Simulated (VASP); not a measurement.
# F (P1) in VASP: single point with PBE

Aim: the single point of F with PBE.

All numbers are computed with VASP 6.6.1; they aren't measurements. Logs are shortened: lines on timing, memory, paths and dates and some standing lists are left out, and cuts for length are marked.

## 1. The cell of the first run

The typed cell holds 4 atoms: a = 3.315 Å, b = 3.474 Å, c = 7.818 Å, α = 99.30°, β = 105.59°, γ = 57.72°.

## 2. Single point, PBE (strained and its atoms moved)

File INCAR:

```
SYSTEM = F
PREC     = Accurate       ! precision mode
ENCUT    = 520            ! plane-wave cutoff, eV
EDIFF    = 1E-6           ! SCF threshold, eV
ISMEAR   = 0              ! smearing method
SIGMA    = 0.02           ! smearing width, eV
LREAL    = .FALSE.        ! projectors in reciprocal space
LASPH    = .TRUE.         ! aspherical terms in the spheres
NELM     = 100            ! most SCF steps
ALGO     = Normal         ! electronic algorithm
ISIF     = 2              ! what is computed and relaxed
LWAVE    = .FALSE.        ! write WAVECAR
LCHARG   = .TRUE.         ! write CHGCAR
GGA      = PE             ! functional
LELF     = .TRUE.         ! ELF
LVHAR    = .TRUE.       
NBANDS   = 22             ! bands
```

File KPOINTS:

```
regular mesh
0
G
  10 10 4
  0 0 0
```

File POSCAR:

```
F
1.0
    2.9233230000     -1.5553742000     -0.1493850000
    3.0194270000      1.7165242000      0.0474150000
   -1.7902028306      0.3820161040      7.6003638327
F
4
Direct
    0.9565416602      0.6344928797      0.0992601703
    0.4309199359      0.0177857895      0.3942407480
    0.0349414554      0.4031609676      0.9039760211
    0.5775987668      0.9445621814      0.6025230606
```

Potentials or basis: VASP PAW PBE potentials, release 64 (F).

Command:

```bash
$ cat potpaw_PBE.64/F/POTCAR > POTCAR
$ mpirun -np 1 vasp_std > vasp.out
```

OUTCAR:

```text
SYSTEM = F
   PREC = Accurate
   ENCUT = 520
   EDIFF = 1E-6
   ISMEAR = 0
   LREAL = .FALSE.
   LASPH = .TRUE.
   NELM = 100
   ISIF = 2
   GGA = PE

 ion  position               nearest neighbor table
   1  0.957  0.634  0.099-   3 1.62
   2  0.431  0.018  0.394-   4 1.59
   3  0.035  0.403  0.904-   1 1.62
   4  0.578  0.945  0.603-   2 1.59

  LATTYP: Found a triclinic cell.
 ALAT       =     3.2792202364
 B/A-ratio  =     1.7950823764
 C/A-ratio  =     2.3259914923
 COS(alpha) =     0.0112095526
 COS(beta)  =     0.0905107114
 COS(gamma) =     0.8635476298

  Lattice vectors:

 A1 = (   0.0961040000,   3.2718984000,   0.1968000000)
 A2 = (   3.1155310000,   4.9884226000,   0.2442150000)
 A3 = (  -1.1331201694,   1.1733580960,  -7.4509788327)

Analysis of symmetry for initial positions (statically):
=====================================================================
 Subroutine PRICEL returns:
 Original cell was already a primitive cell.

 Routine SETGRP: Setting up the symmetry group for a
 triclinic supercell.

 Subroutine GETGRP returns: Found  1 space group operations
 (whereof  1 operations were pure point group operations)
 out of a pool of  2 trial point group operations.

The static configuration has the point symmetry C_1 .

Analysis of symmetry for dynamics (positions and initial velocities):
=====================================================================
 Subroutine PRICEL returns:
 Original cell was already a primitive cell.

 Routine SETGRP: Setting up the symmetry group for a
 triclinic supercell.

 Subroutine GETGRP returns: Found  1 space group operations
 (whereof  1 operations were pure point group operations)
 out of a pool of  2 trial point group operations.

The dynamic configuration has the point symmetry C_1 .

 Subroutine INISYM returns: Found  1 space group operations
 (whereof  1 operations are pure point group operations),
 and found     1 'primitive' translations

----------------------------------------------------------------------------------------

                                     Primitive cell

  volume of cell :      73.2799
[... 87 lines left out ...]
   ISPIN  =      1    spin polarized calculation?
   LNONCOLLINEAR =      F non collinear calculations
   LSORBIT =      F    spin-orbit coupling
   LASPH  =      T    aspherical Exc in radial PAW
   ENCUT  =  520.0 eV  38.22 Ry    6.18 a.u.   6.16  6.46 14.54*2*pi/ulx,y,z
   NELM   =    100;   NELMIN=  2; NELMDL= -5     # of ELM steps
   EDIFF  = 0.1E-05   stopping-criterion for ELM
   LREAL  =      F    real-space projection
   EDIFFG = 0.1E-04   stopping-criterion for IOM
   NSW    =      0    number of steps for IOM
   IBRION =     -1    ionic relax: 0-MD 1-quasi-New 2-CG
   NFREE  =      0    steps in history (QN), initial steepest desc. (CG)
   ISIF   =      2    stress and relaxation
   ISYM   =      2    0-nonsym 1-usesym 2-fastsym
   POTIM  = 0.5000    time-step for ionic-motion
   TEBEG  =    0.0;   TEEND  =   0.0 temperature during run
   PSTRESS=    0.0 pullay stress
   NELECT =      28.0000    total number of electrons
   NUPDOWN=      -1.0000    fix difference up-down
   EMIN   =  10.00;   EMAX   =-10.00  energy-range for DOS
   EFERMI =   0.00;   METHOD = LEGACY
   ISMEAR =     0;   SIGMA  =   0.02  broadening in eV -4-tet -1-fermi 0-gaus
   EFERMI_NEDOS =   21; number of points for ismear=-14 and -15
   IALGO  =     38    algorithm
   IMIX   =      4    mixing-type and parameters
     AMIX     =   0.40;   BMIX     =  1.00
     AMIX_MAG =   1.60;   BMIX_MAG =  1.00
  volume/ion in A,a.u.               =      18.32       123.63
  Fermi-wavevector in a.u.,A,eV,Ry     =   1.187953  2.244906 19.200982  1.411232
  Thomas-Fermi vector in A             =   2.324093
   LORBIT       =      0    0 simple, 1 ext, 2 COOP (PROOUT), +10 PAW based schemes
   GGA     = PE    functional components
   LHFCALC =     F    Hartree Fock is set to
   AEXX    =    0.0000 exact exchange contribution
   IVDW    =     0    specifies the selected vdW correction
   LEPSILON=     F    determine dielectric tensor
   LRPA    =     F    only Hartree local field effects (RPA)
 non-spin polarized calculation
 Gauss-broadening in eV      SIGMA  =   0.02
  energy-cutoff  :      520.00
  volume of cell :       73.28
 maximum number of plane-waves:      2002
 NGX is ok and might be reduce to    28
   NGX = 13   NGY = 13   NGZ = 29

 number of electron      27.9999996 magnetization

 Free energy of the ion-electron system (eV)
  ---------------------------------------------------
  ext. energy  EPLUGINS =         0.00000000
  ---------------------------------------------------
  free energy    TOTEN  =        -6.53131690 eV

  energy without entropy =       -6.53131690  energy(sigma->0) =       -6.53131690

 E-fermi :  -6.1693     XC(G=0):  -7.1701

 val. band max:       -6.3071794196   @ k =   0.0000   0.0000   0.0000
 cond. band min:      -5.2393391642   @ k =   0.0000   0.0000   0.0000
 fundamental gap:      1.0678402553
 Fermi energy:        -6.1692907996

 k-point     1 :       0.0000    0.0000    0.0000
  band No.  band energies     occupation
      1     -28.8525      2.00000
      2     -28.6461      2.00000
      3     -25.3794      2.00000
      4     -25.1272      2.00000
      5     -11.4284      2.00000
      6     -10.8374      2.00000
[... 589 lines left out ...]
     21      10.1489      0.00000
     22      11.4489      0.00000

 [... further k-points ...]

------------------------ aborting loop because EDIFF is reached ----------------------------------------

  FORCE on cell =-STRESS in cart. coord.  units (eV):
  Direction    XX          YY          ZZ          XY          YZ          ZX
  --------------------------------------------------------------------------------------
  -------------------------------------------------------------------------------------
  Total       -0.2143787     -0.9914242    -10.5501472     -0.3005948     -1.1421548      0.1578527
  in kB       -4.6871353    -21.6763111   -230.6664144     -6.5721473    -24.9718559      3.4512619
  external PRESSURE =     -85.6766203 kB  Pullay stress =       0.0000000 kB

 VOLUME and BASIS-vectors are now :
 -----------------------------------------------------------------------------
  energy-cutoff  :      520.00
  volume of cell :       73.28
      direct lattice vectors                 reciprocal lattice vectors
     2.923323000 -1.555374200 -0.149385000     0.177785437 -0.314324025  0.057674717
     3.019427000  1.716524200  0.047415000     0.160539873  0.299548656  0.022757664
    -1.790202831  0.382016104  7.600363833     0.002492838 -0.008046772  0.132564270

 POSITION                                       TOTAL-FORCE (eV/Angst)
 -----------------------------------------------------------------------------------
      4.53439     -0.36074      0.64160        -0.271988     -1.397051     -3.296974
      0.60765     -0.48911      2.93284        -0.340569     -0.532264      3.225018
     -0.29884      0.98302      6.88444         0.277375      1.403021      3.290060
      3.46191      0.95316      4.53790         0.335181      0.526294     -3.218104
 -----------------------------------------------------------------------------------
    total drift:                                0.000540     -0.000541     -0.000197

  FREE ENERGIE OF THE ION-ELECTRON SYSTEM (eV)
  ---------------------------------------------------
  free  energy   TOTEN  =        -6.5313168997 eV

  energy  without entropy=       -6.5313168997  energy(sigma->0) =       -6.53131690
```

stdout:

```text
POSCAR found type information on POSCAR F
 POSCAR found :  1 types and       4 ions
 scaLAPACK will be used
 LDA part: xc-table for (Slater+PW92), standard interpolation
 POSCAR, INCAR and KPOINTS ok, starting setup
 FFT: planning ... GRIDC
 FFT: planning ... GRID_SOFT
 FFT: planning ... GRID
 WAVECAR not read
 entering main loop
```

Run time: 6.9 min. Hardware: 1 thread of Intel Xeon 8259CL, shared host; peak memory 0.35 GiB.

What came out:

```
Free energy            : -6.5313 eV
Pressure               : -8.6 GPa
Largest force          : 3.591 eV/Å
Band gap on the k mesh : 1.07 eV
```

Forces on the atoms (eV/Å):
```
F   -0.272 -1.397 -3.297
F   -0.341 -0.532  3.225
F    0.277  1.403  3.290
F    0.335  0.526 -3.218
```

Caveat: the cell differs from its parent crystal (strained and its atoms moved); the stress differs along the axes, from -23 to -0 GPa; forces of over 1 eV/Å act on the atoms, so gaps and moduli don't describe the material at rest. A k mesh can miss the band edges.
